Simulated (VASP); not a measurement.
A run of VASP 6.6.1 is set up as follows.

INCAR

```
PREC     = Accurate       # precision mode
ENCUT    = 520            # plane-wave cutoff, eV
EDIFF    = 1E-7           # SCF threshold, eV
ISMEAR   = 0              # smearing method
SIGMA    = 0.05           # smearing width, eV
LREAL    = Auto         
LASPH    = True           # aspherical terms in the spheres
NELM     = 60             # most SCF steps
ALGO     = Normal         # electronic algorithm
ISIF     = 2              # what is computed and relaxed
LWAVE    = False          # write WAVECAR
LCHARG   = False          # write CHGCAR
GGA      = PE             # functional
NBANDS   = 43             # bands
```

File KPOINTS:

```
Automatic mesh
0
Gamma
  6 6 6
```

Contents of POSCAR:

```
C
1.0
    3.5715485858      0.0000000000     -3.5715485858
    0.0000000000      3.5715485858     -3.5715485858
    3.5715485858      3.5715485858      0.0000000000
C
15
Direct
    0.2500000000      0.2500000000      0.2500000000
    0.2500000000      0.7500000000      0.7500000000
    0.2500000000      0.7500000000      0.2500000000
    0.7500000000      0.2500000000      0.7500000000
    0.7500000000      0.2500000000      0.2500000000
    0.7500000000      0.7500000000      0.7500000000
    0.7500000000      0.7500000000      0.2500000000
    0.1250000000      0.1250000000      0.1250000000
    0.1250000000      0.1250000000      0.6250000000
    0.1250000000      0.6250000000      0.1250000000
    0.1093750000      0.6718750000      0.6093750000
    0.6250000000      0.1250000000      0.1250000000
    0.6250000000      0.1250000000      0.6250000000
    0.6250000000      0.6250000000      0.1250000000
    0.6250000000      0.6250000000      0.6250000000
```

Potentials or basis: VASP PAW PBE potentials, release 64 (C).

Run with:

```console
$ cat potpaw_PBE.64/C/POTCAR > POTCAR
$ mpirun -np 1 vasp_std > vasp.out
```

(1) Estimate the pressure.

(2) What does it give for the largest force?

Answers

(1) -2.7 GPa.

(2) 2.280 eV/Å.
